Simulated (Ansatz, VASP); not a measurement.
**One calculation of Rb3HBr4, two programs**

```xyz
8
Lattice="6.8201 0.0000 0.0000 0.0000 6.8201 0.0000 0.0000 0.0000 6.8201" Properties=species:S:1:pos:R:3 pbc="T T T"
Rb    0.0000    3.4100    3.4100
Rb    3.4100    0.0000    3.4100
Rb    3.4100    3.4100    0.0000
H     0.0000    0.0000    0.0000
Br    3.4100    0.0000    0.0000
Br    3.4100    3.4100    3.4100
Br    0.0000    0.0000    3.4100
Br    0.0000    3.4100    0.0000
```

Change from the starting cell: species swapped into the Mg3MnO4 type (Pm-3m, No. 221).

Alike in both runs: functional PBE; k mesh 4 × 4 × 4; occupations gaussian, width 0.1 eV; no spin polarisation.

Ansatz relaxed the structure, and its values are those at the end. VASP's run is a single point on that final structure, the one shown.

|  | VASP | Ansatz |
| --- | --- | --- |
| version | VASP 6.6.1 | Ansatz 0.2.0 |
| potentials or method | VASP PAW PBE potentials, release 64 (Rb_sv, H, Br), cutoff 520 eV | scalar-relativistic, plane waves, PAW |
| valence electrons in the cell | 56 | 56 |

```csv
,VASP,Ansatz,Ansatz less VASP
gap on the k mesh at the Fermi level (eV),none,none,-
pressure (GPa),0.0,0.0,-0.02
```

A gap of «none» marks a metal or a gap that the smearing closes.
